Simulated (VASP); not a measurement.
Here is a VASP 6.6.1 calculation.

Contents of INCAR:

```
SYSTEM = Pb
ALGO = Normal ; EDIFF = 1E-8
ENCUT = 520 ; GGA = PE
ISIF = 2 ; ISMEAR = -1
LASPH = .True. ; LCHARG = .False.
LEFG = .True. ; LREAL = .False.
LWAVE = .False. ; NBANDS = 13
NELM = 100 ; PREC = Accurate
SIGMA = 0.05
```

KPOINTS

```
k-points
0
Gamma
  12 12 12
  0 0 0
```

File POSCAR:

```
Pb
1.0
    0.0000000000      2.4698000000      2.4698000000
    2.4698000000      0.0000000000      2.4698000000
    2.4698000000      2.4698000000      0.0000000000
Pb
1
Direct
    0.0000000000      0.0000000000      0.0000000000
```

Potentials or basis: VASP PAW PBE potentials, release 64 (Pb_d).

Command:

```bash
$ cat potpaw_PBE.64/Pb_d/POTCAR > POTCAR
$ mpirun -np 1 vasp_std > vasp.out
```

(1) What does it give for the pressure?

(2) Estimate the band gap on the k mesh.

## Answers

(1) 2.9 GPa.

(2) zero (band 7 reaches 14.82 eV, above the bottom of band 8 at 5.80 eV).

Caveat: without QUAD_EFG the Cq values of the log hold for a quadrupole moment of 1 mb, not for the nuclei; spin-orbit coupling is left out, which moves the levels of the heavy elements.
